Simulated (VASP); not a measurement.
# Ga (P6_3/mmc) in VASP: further runs

Runs on Ga. Level: LDA. Tasks: relaxation of cell and atoms.

Everything below comes from runs of VASP 6.6.1. Logs are shortened: lines on timing, memory, paths and dates and some standing lists are left out, and cuts for length are marked.

### 1 The cell of the first run

It takes space group P6_3/mmc (No. 194, hexagonal). The conventional cell has a = 2.557 Å, b = 2.557 Å, c = 4.213 Å, α = 90.00°, β = 90.00°, γ = 120.00°. Ga (site symmetry -6m2) has 12 Ga at 2.56 to 2.57 Å within 3.4 Å.

This isn't the form of Ga at room conditions, which is orthorhombic.

### 2 Relaxation of cell and atoms, LDA, target pressure 57 GPa, at which the enthalpy is minimised

INCAR

```
PREC = Accurate
ENCUT = 600
EDIFF = 1E-6
ISMEAR = -1
SIGMA = 0.08
LREAL = False
LASPH = True
NELM = 100
ALGO = Normal
ISIF = 3
LWAVE = False
LCHARG = False
IBRION = 2
NSW = 32
EDIFFG = -0.005
PSTRESS = 570.0
```

KPOINTS

```
regular mesh
0
Gamma
  17 17 9
```

POSCAR

```
Ga
1.0
    2.5572389608      0.0000000000      0.0000000000
   -1.2786194804      2.2146339036      0.0000000000
    0.0000000000      0.0000000000      4.2132026615
Ga
2
Direct
    0.3333333333      0.6666666667      0.2500000000
    0.6666666667      0.3333333333      0.7500000000
```

Potentials or basis: VASP PAW LDA potentials, release 64 (Ga_d).

Started as:

```console
cat potpaw_LDA.64/Ga_d/POTCAR > POTCAR
mpirun -np 1 vasp_std > vasp.out
```

OUTCAR:

```text
PREC = Accurate
   ENCUT = 600
   EDIFF = 1E-6
   ISMEAR = -1
   LREAL = False
   LASPH = True
   NELM = 100
   ISIF = 3
   IBRION = 2
   NSW = 32
   EDIFFG = -0.005
   PSTRESS = 570.0

 ion  position               nearest neighbor table
   1  0.333  0.667  0.250-   2 2.57   2 2.57   2 2.57   2 2.57   2 2.57   2 2.57
   2  0.667  0.333  0.750-   1 2.57   1 2.57   1 2.57   1 2.57   1 2.57   1 2.57

  LATTYP: Found a hexagonal cell.
 ALAT       =     2.5572389608
 C/A-ratio  =     1.6475592333

  Lattice vectors:

 A1 = (   2.5572389608,   0.0000000000,   0.0000000000)
 A2 = (  -1.2786194804,   2.2146339036,   0.0000000000)
 A3 = (   0.0000000000,   0.0000000000,   4.2132026615)

Analysis of symmetry for initial positions (statically):
=====================================================================
 Subroutine PRICEL returns:
 Original cell was already a primitive cell.

 Routine SETGRP: Setting up the symmetry group for a
 hexagonal supercell.

 Subroutine GETGRP returns: Found 24 space group operations
 (whereof 12 operations were pure point group operations)
 out of a pool of 24 trial point group operations.

The static configuration has the point symmetry D_3d.
 The point group associated with its full space group is D_6h.

Analysis of symmetry for dynamics (positions and initial velocities):
=====================================================================
 Subroutine PRICEL returns:
 Original cell was already a primitive cell.

 Routine SETGRP: Setting up the symmetry group for a
 hexagonal supercell.

 Subroutine GETGRP returns: Found 24 space group operations
 (whereof 12 operations were pure point group operations)
 out of a pool of 24 trial point group operations.

The dynamic configuration has the point symmetry D_3d.
 The point group associated with its full space group is D_6h.

 Subroutine INISYM returns: Found 24 space group operations
 (whereof 12 operations are pure point group operations),
 and found     1 'primitive' translations

----------------------------------------------------------------------------------------

                                     Primitive cell

  volume of cell :      23.8608

  direct lattice vectors                    reciprocal lattice vectors
     2.557238961  0.000000000  0.000000000     0.391046756  0.225770950  0.000000000
    -1.278619480  2.214633904  0.000000000     0.000000000  0.451541900  0.000000000
     0.000000000  0.000000000  4.213202661     0.000000000  0.000000000  0.237349133

  length of vectors
     2.557238961  2.557238961  4.213202661     0.451541900  0.451541900  0.237349133

  position of ions in fractional coordinates (direct lattice)
     0.333333333  0.666666667  0.250000000
     0.666666667  0.333333333  0.750000000

  ion indices of the primitive-cell ions
   primitive index   ion index
                 1           1
                 2           2

----------------------------------------------------------------------------------------

 KPOINTS: regular mesh

Automatic generation of k-mesh.
 Grid dimensions read from file:
 generate k-points for:   17   17    9

 Generating k-lattice:

  Cartesian coordinates                     Fractional coordinates (reciprocal lattice)
     0.023002750  0.013280644  0.000000000     0.058823529  0.000000000  0.000000000
     0.000000000  0.026561288  0.000000000     0.000000000  0.058823529  0.000000000
     0.000000000  0.000000000  0.026372126     0.000000000  0.000000000  0.111111111

  Length of vectors
     0.026561288  0.026561288  0.026372126

  Shift w.r.t. Gamma in fractional coordinates (k-lattice)
     0.000000000  0.000000000  0.000000000

 Subroutine IBZKPT returns following result:
 ===========================================

 Found    165 irreducible k-points:

 Following reciprocal coordinates:
            Coordinates               Weight
  0.000000  0.000000  0.000000      1.000000
  0.058824  0.000000  0.000000      6.000000
  0.117647  0.000000  0.000000      6.000000
  0.176471  0.000000  0.000000      6.000000
  0.235294  0.000000  0.000000      6.000000
  0.294118  0.000000  0.000000      6.000000
[... 16 lines left out ...]
  0.411765  0.117647  0.000000     12.000000
  0.176471  0.176471  0.000000      6.000000
 [... further k-points ...]
   k-points           NKPTS =    165   k-points in BZ     NKDIM =    165   number of bands    NBANDS=     17
   number of dos      NEDOS =    301   number of ions     NIONS =      2
   total plane-waves  NPLWV =  14400
   dimension x,y,z NGX =    20 NGY =   20 NGZ =   36
   dimension x,y,z NGXF=    40 NGYF=   40 NGZF=   72
   ions per type =               2
   NGX,Y,Z   is equivalent  to a cutoff of  13.00, 13.00, 14.20 a.u.
   NGXF,Y,Z  is equivalent  to a cutoff of  26.00, 26.00, 28.41 a.u.
 SYSTEM =  unknown system
   PREC   = accura    normal or accurate (medium, high low for compatibility)
   ISTART =      0    job   : 0-new  1-cont  2-samecut
   ICHARG =      2    charge: 1-file 2-atom 10-const
   ISPIN  =      1    spin polarized calculation?
   LNONCOLLINEAR =      F non collinear calculations
   LSORBIT =      F    spin-orbit coupling
   LASPH  =      T    aspherical Exc in radial PAW
   ENCUT  =  600.0 eV  44.10 Ry    6.64 a.u.   5.11  5.11  8.41*2*pi/ulx,y,z
   NELM   =    100;   NELMIN=  2; NELMDL= -5     # of ELM steps
   EDIFF  = 0.1E-05   stopping-criterion for ELM
   LREAL  =      F    real-space projection
   EDIFFG = -.5E-02   stopping-criterion for IOM
   NSW    =     32    number of steps for IOM
   IBRION =      2    ionic relax: 0-MD 1-quasi-New 2-CG
   NFREE  =      1    steps in history (QN), initial steepest desc. (CG)
   ISIF   =      3    stress and relaxation
   ISYM   =      2    0-nonsym 1-usesym 2-fastsym
   POTIM  = 0.5000    time-step for ionic-motion
   TEBEG  =    0.0;   TEEND  =   0.0 temperature during run
   PSTRESS=  570.0 pullay stress
   NELECT =      26.0000    total number of electrons
   NUPDOWN=      -1.0000    fix difference up-down
   EMIN   =  10.00;   EMAX   =-10.00  energy-range for DOS
   EFERMI =   0.00;   METHOD = LEGACY
   ISMEAR =    -1;   SIGMA  =   0.08  broadening in eV -4-tet -1-fermi 0-gaus
   EFERMI_NEDOS =   21; number of points for ismear=-14 and -15
   IALGO  =     38    algorithm
   IMIX   =      4    mixing-type and parameters
     AMIX     =   0.40;   BMIX     =  1.00
     AMIX_MAG =   1.60;   BMIX_MAG =  1.00
  volume/ion in A,a.u.               =      11.93        80.51
  Fermi-wavevector in a.u.,A,eV,Ry     =   1.684628  3.183486 38.612958  2.837972
  Thomas-Fermi vector in A             =   2.767617
   LORBIT       =      0    0 simple, 1 ext, 2 COOP (PROOUT), +10 PAW based schemes
   GGA     = CA    functional components
   LHFCALC =     F    Hartree Fock is set to
   AEXX    =    0.0000 exact exchange contribution
   IVDW    =     0    specifies the selected vdW correction
   LEPSILON=     F    determine dielectric tensor
   LRPA    =     F    only Hartree local field effects (RPA)
 conjugate gradient relaxation of ions
 non-spin polarized calculation
  energy-cutoff  :      600.00
  volume of cell :       23.86
 maximum number of plane-waves:       810
   NGX = 11   NGY = 11   NGZ = 17

--------------------------------------- Ionic step        1  -------------------------------------------

 number of electron      26.0000004 magnetization

 Free energy of the ion-electron system (eV)
  ---------------------------------------------------
  ext. energy  EPLUGINS =         0.00000000
  ---------------------------------------------------
  free energy    TOTEN  =        -5.76002078 eV

  energy without entropy =       -5.74595778  energy(sigma->0) =       -5.75298928

------------------------ aborting loop because EDIFF is reached ----------------------------------------

  FORCE on cell =-STRESS in cart. coord.  units (eV):
  Direction    XX          YY          ZZ          XY          YZ          ZX
  --------------------------------------------------------------------------------------
  -------------------------------------------------------------------------------------
  Total        8.6055870      8.6055870      8.6060054     -0.0000000     -0.0000000      0.0000000
  in kB      577.8371679    577.8371679    577.8652645     -0.0000000     -0.0000000      0.0000000
  external PRESSURE =       7.8465334 kB  Pullay stress =     570.0000000 kB

 VOLUME and BASIS-vectors are now :
 -----------------------------------------------------------------------------
  energy-cutoff  :      600.00
  volume of cell :       23.86
      direct lattice vectors                 reciprocal lattice vectors
     2.557238961  0.000000000  0.000000000     0.391046756  0.225770950  0.000000000
    -1.278619480  2.214633904  0.000000000     0.000000000  0.451541900  0.000000000
     0.000000000  0.000000000  4.213202661     0.000000000  0.000000000  0.237349133
[... 198 lines left out ...]
  FREE ENERGIE OF THE ION-ELECTRON SYSTEM (eV)
  ---------------------------------------------------
  free  energy   TOTEN  =        -5.7833679414 eV

  energy  without entropy=       -5.7692760649  energy(sigma->0) =       -5.77632200

  enthalpy is  TOTEN    =         2.7287088950 eV   P V=        8.5120768364

--------------------------------------- Ionic step        7  -------------------------------------------

 number of electron      26.0000003 magnetization

 Free energy of the ion-electron system (eV)
  ---------------------------------------------------
  ext. energy  EPLUGINS =         0.00000000
  ---------------------------------------------------
  free energy    TOTEN  =        -5.78386684 eV

  energy without entropy =       -5.76977394  energy(sigma->0) =       -5.77682039

 E-fermi :  10.8131     XC(G=0): -13.8730

 val. band max:       10.8020033430   @ k =   0.2941   0.2353   0.4444
 cond. band min:      10.8845636775   @ k =   0.2941   0.0588   0.2222
 fundamental gap:      0.0825603345
 Fermi energy:        10.8130989762

 k-point     1 :       0.0000    0.0000    0.0000
  band No.  band energies     occupation
      1      -5.6202      2.00000
      2      -5.2006      2.00000
      3      -5.1443      2.00000
      4      -5.1443      2.00000
      5      -5.0710      2.00000
      6      -5.0710      2.00000
[... 9 lines left out ...]
     16      27.1148      0.00000
     17      27.1148      0.00000
[... 441 lines left out ...]
 k-point    24 :       0.1765    0.1765    0.0000
  band No.  band energies     occupation
      1      -5.3981      2.00000
      2      -5.3783      2.00000
      3      -5.2932      2.00000
      4      -5.1363      2.00000
      5      -5.0487      2.00000
      6      -4.9195      2.00000
[... 9 lines left out ...]
     16      21.6252      0.00000
     17      21.7636      0.00000

 [... further k-points ...]

------------------------ aborting loop because EDIFF is reached ----------------------------------------

  FORCE on cell =-STRESS in cart. coord.  units (eV):
  Direction    XX          YY          ZZ          XY          YZ          ZX
  --------------------------------------------------------------------------------------
  -------------------------------------------------------------------------------------
  Total        8.5055870      8.5055870      8.5063403      0.0000000     -0.0000000      0.0000000
  in kB      569.5320096    569.5320096    569.5824522      0.0000000     -0.0000000      0.0000000
  external PRESSURE =      -0.4511762 kB  Pullay stress =     570.0000000 kB

 VOLUME and BASIS-vectors are now :
 -----------------------------------------------------------------------------
  energy-cutoff  :      600.00
  volume of cell :       23.93
      direct lattice vectors                 reciprocal lattice vectors
     2.559610878 -0.000000000  0.000000000     0.390684384  0.225561734 -0.000000000
    -1.279805439  2.216688045 -0.000000000     0.000000000  0.451123469 -0.000000000
    -0.000000000  0.000000000  4.217141860     0.000000000  0.000000000  0.237127427

 POSITION                                       TOTAL-FORCE (eV/Angst)
 -----------------------------------------------------------------------------------
     -0.00000      1.47779      1.05429        -0.000000      0.000000      0.000000
      1.27981      0.73890      3.16286         0.000000     -0.000000     -0.000000
 -----------------------------------------------------------------------------------
    total drift:                               -0.000000      0.000000     -0.000000

  FREE ENERGIE OF THE ION-ELECTRON SYSTEM (eV)
  ---------------------------------------------------
  free  energy   TOTEN  =        -5.7838668430 eV

  energy  without entropy=       -5.7697739413  energy(sigma->0) =       -5.77682039

  enthalpy is  TOTEN    =         2.7287093068 eV   P V=        8.5125761499

 reached required accuracy - stopping structural energy minimisation
```

Run time: 2 min. Hardware: 1 thread of Intel Xeon Platinum 8259CL at 2.50GHz (Skylake/Cascade Lake), shared host; peak memory 0.18 GiB.

What came out:

* Free energy: -5.7839 eV
* Relaxed volume: 11.96 Å³/atom
* Relaxed cell: a = 2.560 Å, b = 2.560 Å, c = 4.217 Å, α = 90.00°, β = 90.00°, γ = 120.00°
* Space group after relaxing (to 0.1 Å): P6_3/mmc (No. 194)
* Energy change on relaxing (the run minimises the enthalpy): -11.9 meV/atom
* Ionic steps: 7
* Pressure after relaxing: 57.0 GPa
* Band gap on the k mesh: zero (bands 13 and 14 overlap by 8.64 eV)

Step by step:
| step | energy change (eV) | largest force (eV/Å) | pressure (GPa) | volume (Å³) |
| --- | --- | --- | --- | --- |
| 1 | 0.0000 | 0.0000 | 57.78 | 23.86 |
| 2 | -0.0714 | 0.0000 | 55.22 | 24.06 |
| 3 | -0.0223 | 0.0000 | 57.15 | 23.92 |
| 4 | -0.0261 | 0.0000 | 56.82 | 23.93 |
| 5 | -0.0240 | 0.0000 | 56.91 | 23.93 |
| 6 | -0.0233 | 0.0000 | 57.07 | 23.93 |
| 7 | -0.0238 | 0.0000 | 56.95 | 23.93 |

Final structure:
```yaml
crystal:
  lattice:
    - [2.55961, 0.00000, 0.00000]
    - [-1.27981, 2.21669, 0.00000]
    - [0.00000, 0.00000, 4.21714]
  atoms:
    - { symbol: Ga, position: [0.33333, 0.66667, 0.25000] }
    - { symbol: Ga, position: [0.66667, 0.33333, 0.75000] }
```

Caveat: the cell is relaxed towards a set pressure, so the run minimises the enthalpy, not the energy.

[end of part 1 of 2]

The gap in the log of VASP goes by the Fermi energy; the results here count the filled bands.